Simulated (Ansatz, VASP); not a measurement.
# One calculation of AlNi, two programs

The input INCAR:

```
ALGO     = Fast           # electronic algorithm
EDIFF    = 1E-7           # SCF threshold, eV
ENCUT    = 520            # plane-wave cutoff, eV
GGA      = PE             # functional
ISIF     = 2              # what is computed and relaxed
ISMEAR   = 0              # smearing method
LASPH    = T              # aspherical terms in the spheres
LCHARG   = T              # write CHGCAR
LELF     = T              # ELF
LREAL    = F              # projectors in reciprocal space
LVHAR    = T            
LWAVE    = F              # write WAVECAR
NBANDS   = 14             # bands
NELM     = 100            # most SCF steps
PREC     = Accurate       # precision mode
SIGMA    = 0.15           # smearing width, eV
```

File KPOINTS:

```
k-points
0
Gamma
  16 16 16
```

The input POSCAR:

```
AlNi
1.0
    2.8204056860      0.0000000000      0.0000000000
    0.0000000000      2.8204056860      0.0000000000
    0.0000000000      0.0000000000      2.8204056860
Al Ni
1 1
Direct
    0.0000000000      0.0000000000     -0.0276555959
    0.5000000000      0.5000000000      0.5127133634
```

Input for Ansatz:

```yaml
crystal:
  lattice:
    - [2.820405686, 0.0, 0.0]
    - [0.0, 2.820405686, 0.0]
    - [0.0, 0.0, 2.820405686]
  atoms:
    - { symbol: Al, position: [0.0, 0.0, -0.0276555959] }
    - { symbol: Ni, position: [0.5, 0.5, 0.5127133634] }
basis:
  ecutwfc: 520.0
kpoints:
  mp_grid: { grid: [16, 16, 16] }
hamiltonian:
  xc: pbe
  pseudopotentials: { kind: paw, azcp: { folder: soft_1 } }
scf:
  occupations: { method: gaussian, width: 0.15 }
output:
  forces: true
  stress: true
  eigenvalues: true
```

Change from the starting cell: mode 6 frozen in at -0.080 Å, equal normal strain along x, y and z -0.0250.

Alike in both runs: task single point; functional PBE; k mesh 16 × 16 × 16; occupations gaussian, width 0.15 eV; no spin polarisation.

```csv
,VASP,Ansatz
version,VASP 6.6.1,Ansatz 0.2.0
potentials or method,"VASP PAW PBE potentials, release 64 (Al, Ni), cutoff 520 eV","scalar-relativistic, plane waves, PAW"
valence electrons in the cell,13,21
```

```csv
,VASP,Ansatz,Ansatz less VASP
gap on the k mesh at the Fermi level (eV),none,none,-
pressure (GPa),15.4,15.3,-0.09
"traceless stress, the component that is largest in VASP (GPa)",-0.66,-0.65,+0.009
rms of the force components (eV/Å),0.500,0.497,-0.0033
```

Atom by atom the forces differ by 0.003 eV/Å (rms over components). A gap of «none» marks a metal or a gap that the smearing closes. VASP's potentials hold 13 valence electrons a cell and Ansatz's 21, so a difference there can come from the potentials and not from the codes.
